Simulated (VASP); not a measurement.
# BN (P6_3/mmc) in VASP: G0W0 quasiparticle levels with PBE

Aim: the G0W0 quasiparticle levels of BN with PBE.

Program: VASP 6.6.1. These are calculated values, not measurements. Logs are shortened: lines on timing, memory, paths and dates and some standing lists are left out, and cuts for length are marked.

### 1 The cell of the first run

Symmetry: P6_3/mmc, No. 194, hexagonal system. The conventional cell has a = 2.491 Å, b = 2.491 Å, c = 4.001 Å, α = 90.00°, β = 90.00°, γ = 120.00°. Within 2.3 Å of B (site symmetry -3m) lie 6 N at 1.75 Å and 2 B at 2.00 Å. Within 2.3 Å of N (site symmetry -6m2) lie 6 B at 1.75 Å.

### 2 G0W0 quasiparticle levels, PBE

POSCAR reads:

```
BN
1.0
    2.4913353509      0.0000000000      0.0000000000
   -1.2456676755      2.1575597032      0.0000000000
    0.0000000000      0.0000000000      4.0010591815
B N
2 2
Direct
    0.0000000000      0.0000000000      0.0000000000
    0.0000000000      0.0000000000      0.5000000000
    0.3333333333      0.6666666667      0.2500000000
    0.6666666667      0.3333333333      0.7500000000
```

INCAR.step1 reads:

```
ALGO = Normal ; EDIFF = 1E-8
ENCUT = 500 ; GGA = PE
ISMEAR = 0 ; LASPH = T
LCHARG = F ; LREAL = F
LWAVE = T ; NELM = 100
PREC = Accurate ; SIGMA = 0.01
```

INCAR.step2 reads:

```
ALGO = Exact ; EDIFF = 1E-8
ENCUT = 500 ; GGA = PE
ISMEAR = 0 ; ISTART = 1
LASPH = T ; LCHARG = F
LOPTICS = T ; LREAL = F
LWAVE = T ; NBANDS = 42
NELM = 1 ; PREC = Accurate
SIGMA = 0.01
```

INCAR.step3 reads:

```
ALGO = EVGW0 ; EDIFF = 1E-8
ENCUT = 500 ; ENCUTGW = 80.0
GGA = PE ; ISMEAR = 0
ISTART = 1 ; LASPH = T
LCHARG = F ; LREAL = F
LWAVE = F ; NBANDS = 42
NBANDSGW = 16 ; NELMGW = 1
NOMEGA = 48 ; PREC = Accurate
PRECFOCK = Fast ; SIGMA = 0.01
```

KPOINTS reads:

```
k-points
0
Gamma
  6 6 4
```

Potentials or basis: VASP PAW PBE potentials, release 64 (B_GW, N_GW).

Command:

```console
> cat potpaw_PBE.64/B_GW/POTCAR potpaw_PBE.64/N_GW/POTCAR > POTCAR
> cp INCAR.step1 INCAR
> mpirun -np 1 vasp_std > vasp.out
> cp INCAR.step2 INCAR
> mpirun -np 1 vasp_std > vasp.out
> cp INCAR.step3 INCAR
> mpirun -np 1 vasp_std > vasp.out
```

OUTCAR:

```text
EDIFF = 1E-8
   ENCUT = 500
   ENCUTGW = 80.0
   GGA = PE
   ISMEAR = 0
   ISTART = 1
   LASPH = T
   LREAL = F
   NELMGW = 1
   PREC = Accurate
   PRECFOCK = Fast

 ion  position               nearest neighbor table
   1  0.000  0.000  0.000-   3 1.75   4 1.75   4 1.75   3 1.75   4 1.75   3 1.75   2 2.00   2 2.00

   2  0.000  0.000  0.500-   3 1.75   4 1.75   4 1.75   3 1.75   4 1.75   3 1.75   1 2.00   1 2.00

   3  0.333  0.667  0.250-   1 1.75   2 1.75   1 1.75   2 1.75   1 1.75   2 1.75
   4  0.667  0.333  0.750-   1 1.75   2 1.75   1 1.75   2 1.75   1 1.75   2 1.75

  LATTYP: Found a hexagonal cell.
 ALAT       =     2.4913353509
 C/A-ratio  =     1.6059898079

  Lattice vectors:

 A1 = (   2.4913353509,   0.0000000000,   0.0000000000)
 A2 = (  -1.2456676755,   2.1575597032,   0.0000000000)
 A3 = (   0.0000000000,   0.0000000000,   4.0010591815)

Analysis of symmetry for initial positions (statically):
=====================================================================
 Subroutine PRICEL returns:
 Original cell was already a primitive cell.

 Routine SETGRP: Setting up the symmetry group for a
 hexagonal supercell.

 Subroutine GETGRP returns: Found 24 space group operations
 (whereof 12 operations were pure point group operations)
 out of a pool of 24 trial point group operations.

The static configuration has the point symmetry D_3d.
 The point group associated with its full space group is D_6h.

Analysis of symmetry for dynamics (positions and initial velocities):
=====================================================================
 Subroutine PRICEL returns:
 Original cell was already a primitive cell.

 Routine SETGRP: Setting up the symmetry group for a
 hexagonal supercell.

 Subroutine GETGRP returns: Found 24 space group operations
 (whereof 12 operations were pure point group operations)
 out of a pool of 24 trial point group operations.

The dynamic configuration has the point symmetry D_3d.
 The point group associated with its full space group is D_6h.

 Subroutine INISYM returns: Found 24 space group operations
 (whereof 12 operations are pure point group operations),
 and found     1 'primitive' translations

----------------------------------------------------------------------------------------

                                     Primitive cell

  volume of cell :      21.5065

  direct lattice vectors                    reciprocal lattice vectors
     2.491335351  0.000000000  0.000000000     0.401391165  0.231743297  0.000000000
    -1.245667676  2.157559703  0.000000000     0.000000000  0.463486595  0.000000000
     0.000000000  0.000000000  4.001059181     0.000000000  0.000000000  0.249933819

  length of vectors
     2.491335351  2.491335351  4.001059181     0.463486595  0.463486595  0.249933819

  position of ions in fractional coordinates (direct lattice)
     0.000000000  0.000000000  0.000000000
     0.000000000  0.000000000  0.500000000
     0.333333333  0.666666667  0.250000000
     0.666666667  0.333333333  0.750000000

  ion indices of the primitive-cell ions
   primitive index   ion index
                 1           1
                 2           2
                 3           3
                 4           4

----------------------------------------------------------------------------------------

 KPOINTS: k-points

Automatic generation of k-mesh.
 Grid dimensions read from file:
 generate k-points for:    6    6    4

 Generating k-lattice:

  Cartesian coordinates                     Fractional coordinates (reciprocal lattice)
     0.066898528  0.038623883  0.000000000     0.166666667 -0.000000000  0.000000000
     0.000000000  0.077247766  0.000000000     0.000000000  0.166666667  0.000000000
     0.000000000  0.000000000  0.062483455     0.000000000  0.000000000  0.250000000

  Length of vectors
     0.077247766  0.077247766  0.062483455

  Shift w.r.t. Gamma in fractional coordinates (k-lattice)
     0.000000000  0.000000000  0.000000000

 Subroutine IBZKPT returns following result:
 ===========================================

 Found     21 irreducible k-points:

 Following reciprocal coordinates:
            Coordinates               Weight
  0.000000  0.000000  0.000000      1.000000
  0.166667 -0.000000  0.000000      6.000000
  0.333333  0.000000  0.000000      6.000000
  0.500000 -0.000000  0.000000      3.000000
  0.166667  0.166667  0.000000      6.000000
  0.333333  0.166667  0.000000     12.000000
[... 13 lines left out ...]
  0.333333  0.166667  0.500000     12.000000
  0.333333  0.333333  0.500000      2.000000
   k-points           NKPTS =     21   k-points in BZ     NKDIM =    144   number of bands    NBANDS=     42
   number of dos      NEDOS =    301   number of ions     NIONS =      4
   total plane-waves  NPLWV =   9720
   dimension x,y,z NGX =    18 NGY =   18 NGZ =   30
   dimension x,y,z NGXF=    36 NGYF=   36 NGZF=   60
   ions per type =               2   2
   NGX,Y,Z   is equivalent  to a cutoff of  12.01, 12.01, 12.47 a.u.
   NGXF,Y,Z  is equivalent  to a cutoff of  24.02, 24.02, 24.93 a.u.
 SYSTEM =  unknown system
   PREC   = accura    normal or accurate (medium, high low for compatibility)
   ISTART =      1    job   : 0-new  1-cont  2-samecut
   ICHARG =      0    charge: 1-file 2-atom 10-const
   ISPIN  =      1    spin polarized calculation?
   LNONCOLLINEAR =      F non collinear calculations
   LSORBIT =      F    spin-orbit coupling
   LASPH  =      T    aspherical Exc in radial PAW
   ENCUT  =  500.0 eV  36.75 Ry    6.06 a.u.   4.54  4.54  7.29*2*pi/ulx,y,z
   NELM   =     60;   NELMIN=  2; NELMDL=  0     # of ELM steps
   EDIFF  = 0.1E-07   stopping-criterion for ELM
   LREAL  =      F    real-space projection
   EDIFFG = 0.1E-06   stopping-criterion for IOM
   NSW    =      0    number of steps for IOM
   IBRION =     -1    ionic relax: 0-MD 1-quasi-New 2-CG
   NFREE  =      0    steps in history (QN), initial steepest desc. (CG)
   ISIF   =      0    stress and relaxation
   ISYM   =      3    0-nonsym 1-usesym 2-fastsym
   POTIM  = 0.5000    time-step for ionic-motion
   TEBEG  =    0.0;   TEEND  =   0.0 temperature during run
   PSTRESS=    0.0 pullay stress
   NELECT =      16.0000    total number of electrons
   NUPDOWN=      -1.0000    fix difference up-down
   EMIN   =  10.00;   EMAX   =-10.00  energy-range for DOS
   EFERMI =   0.00;   METHOD = LEGACY
   ISMEAR =     0;   SIGMA  =   0.01  broadening in eV -4-tet -1-fermi 0-gaus
   EFERMI_NEDOS =   21; number of points for ismear=-14 and -15
   IALGO  =     38    algorithm
   IMIX   =      4    mixing-type and parameters
     AMIX     =   0.40;   BMIX     =  1.00
     AMIX_MAG =   1.60;   BMIX_MAG =  1.00
  volume/ion in A,a.u.               =       5.38        36.28
  Fermi-wavevector in a.u.,A,eV,Ry     =   1.483400  2.803219 29.939272  2.200474
  Thomas-Fermi vector in A             =   2.597066
   LORBIT       =      0    0 simple, 1 ext, 2 COOP (PROOUT), +10 PAW based schemes
   GGA     = PE    functional components
   LHFCALC =     T    Hartree Fock is set to
   PRECFOCK=fast      Normal, Fast or Accurate (Low or Medium for compatibility)
   ENCUT4O =  -1.0   cutoff for four orbital integrals eV
   NKREDX  =     1    reduce k-point grid by
   NKREDY  =     1    reduce k-point grid by
   NKREDZ  =     1    reduce k-point grid by
   AEXX    =    1.0000 exact exchange contribution
   HFSCREEN=    0.0000 screening length (either q_TF or 0.3 A-1)
   HFSCREENC=   0.0000 screening length for correlation (either q_TF or 0.3 A-1)
   ENCUTFOCK=  -1.0 apply spherical cutoff to Coloumb kernel
   IVDW    =     0    specifies the selected vdW correction
   LEPSILON=     F    determine dielectric tensor
   LRPA    =     F    only Hartree local field effects (RPA)
   LRPAFORCE           =     F    calculate RPA forces
   ENCUTGW             =  80.0    cutoff for response function in eV
   ENCUTGWSOFT         =  64.0    soft cutoff for Coulomb kernel in GW response function in eV
   ENCUTLF             =  -1.0    cutoff for local field effects
   NELMGW              =     1    number of iterations in solving QP/BSE equation
   NELMHF              =     1    number of iterations in the inner HF iteration
   NKREDLFX            =     1    NKREDLFY  =   1   NKREDLFZ  =   1
 non-spin polarized calculation
 Gauss-broadening in eV      SIGMA  =   0.01
  energy-cutoff  :      500.00
  volume of cell :       21.51
 maximum number of plane-waves:       562
  NGX = 12; NGY = 12; NGZ = 20
   NGX =  9   NGY =  9   NGZ = 15
 maximum number of plane-waves:        42
 NGX is ok and might be reduce to    10

 QP shifts <psi_nk| G(iteration)W_0 |psi_nk>: iteration 1
 for sc-GW calculations column KS-energies equals QP-energies in previous step
 and V_xc(KS)=  KS-energies - (<T + V_ion + V_H > + <T+V_H+V_ion>^1  + <V_x>^1)

 k-point   1 :       0.0000    0.0000    0.0000
  band No.  KS-energies  QP-energies   sigma(KS)   V_xc(KS)     V^pw_x(r,r')   Z            occupation Imag(sigma)

      1     -12.1035     -13.1950     -16.8259     -15.3433     -26.4079       0.7362       2.0000       1.8467
      2      -6.9758      -7.7604     -17.4613     -16.4273     -26.0618       0.7589       2.0000       1.2541
      3      -2.0003      -2.5796     -15.4557     -14.6887     -21.9182       0.7552       2.0000       0.6536
      4       8.7476       8.8683     -16.9518     -17.1028     -20.5349       0.7991       2.0000       0.1134
      5       8.7476       8.8683     -16.9518     -17.1028     -20.5349       0.7991       2.0000       0.1134
      6       9.5308       9.7758     -17.8137     -18.1186     -21.1406       0.8035       2.0000       0.1005
[... 8 lines left out ...]
     15      24.9489      26.4974     -12.2730     -14.3040      -4.7119       0.7624       0.0000      -0.4581
     16      25.3285      27.0520     -15.3224     -17.6274      -7.8128       0.7477       0.0000      -0.5635

 k-point   2 :       0.1667   -0.0000    0.0000
  band No.  KS-energies  QP-energies   sigma(KS)   V_xc(KS)     V^pw_x(r,r')   Z            occupation Imag(sigma)

      1     -11.4228     -12.4827     -16.8334     -15.4099     -26.2715       0.7445       2.0000       1.7833
      2      -6.3536      -7.1105     -17.5482     -16.5537     -26.0118       0.7611       2.0000       1.1806
      3      -1.4007      -1.9488     -15.4665     -14.7422     -21.7131       0.7566       2.0000       0.5865
      4       5.0293       4.8134     -16.4802     -16.2045     -20.8512       0.7831       2.0000       0.1814
      5       6.9099       6.8642     -16.6556     -16.5980     -20.5899       0.7919       2.0000       0.1377
      6       7.8728       7.9082     -17.4870     -17.5314     -21.1302       0.7971       2.0000       0.1201
[... 8 lines left out ...]
     15      23.6234      25.1036     -12.3398     -14.2563      -5.3176       0.7723       0.0000      -0.3775
     16      25.0951      26.1734     -11.6963     -13.0111      -6.0185       0.8202       0.0000      -0.2522

 k-point   3 :       0.3333    0.0000    0.0000
  band No.  KS-energies  QP-energies   sigma(KS)   V_xc(KS)     V^pw_x(r,r')   Z            occupation Imag(sigma)

      1      -9.4441     -10.3773     -16.8995     -15.6599     -25.9419       0.7528       2.0000       1.5606
      2      -4.8651      -5.5627     -17.9503     -17.0339     -26.1554       0.7612       2.0000       1.0137
      3       0.2832      -0.1938     -15.7403     -15.1147     -21.3707       0.7622       2.0000       0.4110
      4       0.2930      -0.1639     -15.5288     -14.9284     -21.1641       0.7611       2.0000       0.4281
      5       3.9100       3.6157     -17.1998     -16.8211     -22.0511       0.7772       2.0000       0.2280
      6       5.1440       4.9640     -16.3989     -16.1689     -20.7794       0.7825       2.0000       0.1742
[... 334 lines left out ...]
      1      -6.1543      -6.9097     -17.4368     -16.4408     -25.8525       0.7584       2.0000       1.1645
      2      -6.1543      -6.9097     -17.4368     -16.4408     -25.8525       0.7584       2.0000       1.1645
      3      -0.6011      -1.1169     -15.9155     -15.2373     -21.8949       0.7605       2.0000       0.4861
      4      -0.6011      -1.1169     -15.9155     -15.2373     -21.8949       0.7605       2.0000       0.4861
      5       3.1998       2.8871     -16.0752     -15.6721     -20.8232       0.7755       2.0000       0.2427
      6       3.1998       2.8871     -16.0752     -15.6721     -20.8232       0.7755       2.0000       0.2427
[... 8 lines left out ...]
     15      25.0581      26.7666     -13.7616     -16.0069      -6.3538       0.7609       0.0000      -0.5076
     16      25.0581      26.7666     -13.7616     -16.0069      -6.3538       0.7609       0.0000      -0.5076

 k-point  21 :       0.3333    0.3333    0.5000
  band No.  KS-energies  QP-energies   sigma(KS)   V_xc(KS)     V^pw_x(r,r')   Z            occupation Imag(sigma)

      1      -4.8796      -5.5769     -18.0942     -17.1757     -26.4312       0.7591       2.0000       1.0357
      2      -4.8796      -5.5769     -18.0942     -17.1757     -26.4312       0.7591       2.0000       1.0357
      3      -0.3777      -0.9084     -15.6700     -14.9741     -21.3410       0.7626       2.0000       0.4387
      4      -0.3777      -0.9084     -15.6700     -14.9741     -21.3410       0.7626       2.0000       0.4387
      5       0.2001      -0.2435     -15.4231     -14.8399     -21.0311       0.7606       2.0000       0.4214
      6       0.2001      -0.2435     -15.4231     -14.8399     -21.0311       0.7606       2.0000       0.4214
[... 8 lines left out ...]
     15      26.0036      27.8594     -14.2522     -16.7190      -6.5334       0.7523       0.0000      -0.5828
     16      26.0036      27.8594     -14.2522     -16.7190      -6.5334       0.7523       0.0000      -0.5828
```

Wall time 2.3 min (1 thread of Intel Xeon 6455B, shared host); peak memory 0.28 GiB.

Results:

```yaml
Band_gap_on_the_k_mesh_mean-field_level: 1.57 eV, indirect (least direct gap 5.53 eV)
Quasiparticle_gap: 1.95 eV
Least_direct_quasiparticle_gap: 6.40 eV
```

Caveat: the k points lie up to 0.49 Å⁻¹ apart; bands, screening cutoff and mesh are small and nothing is extrapolated, so the quasiparticle values aren't converged. A k mesh can miss the band edges.
